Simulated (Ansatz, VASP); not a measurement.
**Two plane-wave programs on GdO**

File POSCAR:

```
GdO
1.0
    0.0000000000      2.6635090403      2.6635090403
    2.6635090403      0.0000000000      2.6635090403
    2.6635090403      2.6635090403      0.0000000000
Gd O
1 1
Direct
    0.0000000000      0.0000000000      0.0000000000
    0.7500000000      0.7500000000      0.7500000000
```

INCAR.step1

```
SYSTEM = GdO
  PREC = Accurate
  ENCUT = 520
  ISMEAR = -1
  SIGMA = 0.05
  LREAL = .FALSE.
  LASPH = .TRUE.
  NELM = 150
  ISPIN = 2
  MAGMOM = 7 0
  LMAXMIX = 6
  NBANDS = 23
  GGA = PE
  ALGO = Normal
  EDIFF = 1E-4
  LWAVE = .TRUE.
  LCHARG = .FALSE.
```

The input INCAR.step2:

```
SYSTEM = GdO
  PREC = Accurate
  ENCUT = 520
  EDIFF = 1E-6
  ISMEAR = -1
  SIGMA = 0.05
  LREAL = .FALSE.
  LASPH = .TRUE.
  NELM = 150
  ALGO = Normal
  ISIF = 2
  LWAVE = .FALSE.
  LCHARG = .FALSE.
  ISPIN = 2
  MAGMOM = 7 0
  LORBIT = 11
  LMAXMIX = 6
  METAGGA = R2SCAN
  LMIXTAU = .TRUE.
  NBANDS = 23
  ISTART = 1
```

File KPOINTS:

```
regular mesh
0
G
  9 9 9
  0 0 0
```

The input input.yaml:

```yaml
crystal:
  lattice:
    - [0.0, 2.6635090403, 2.6635090403]
    - [2.6635090403, 0.0, 2.6635090403]
    - [2.6635090403, 2.6635090403, 0.0]
  atoms:
    - { symbol: Gd, position: [0.0, 0.0, 0.0], spin: 7.0 }
    - { symbol: O, position: [0.75, 0.75, 0.75] }
hamiltonian:
  xc: r2scan
  pseudopotentials: { kind: paw }
magnetization:
  spin_polarized: true
kpoints:
  mp_grid: { grid: [9, 9, 9] }
scf:
  occupations: { method: fermi_dirac, width: 0.05 }
output:
  forces: true
  stress: true
  eigenvalues: true
  write_density: true
  write_potential: true
  elf: true
  volumetric_format: npy
```

Alike in both runs: task single point; functional r2SCAN; k mesh 9 × 9 × 9; occupations fermi-dirac, width 0.05 eV; collinear spin.

|  | VASP | Ansatz |
| --- | --- | --- |
| version | VASP 6.6.1 | Ansatz 0.2.0 |
| potentials or method | VASP PAW PBE potentials, release 64 (Gd, O) | Ansatz PAW |
| plane-wave cutoff (eV) | 520 | 500 |
| valence electrons in the cell | 24 | 24 |

|  | VASP | Ansatz | Ansatz less VASP |
| --- | --- | --- | --- |
| gap on the k mesh at the Fermi level (eV) | none | none | - |
| pressure (GPa) | 2.0 | 2.1 | +0.05 |
| net moment per atom (μB) | 3.97 | 3.97 | +0.001 |
| size of the moment on the site where the two differ most (μB) | 6.99 | 7.01 | +0.023 |

VASP's potentials were made for PBE, not for r2SCAN. Site moments also hang on the region over which each program counts them. A gap of «none» marks a metal or a gap that the smearing closes. With one functional, cell and mesh, what is left measures potentials, basis and numerics.

Neither program's run includes spin-orbit coupling. Noted on Ansatz's run: the magnetic or orbital state may not be the lowest.
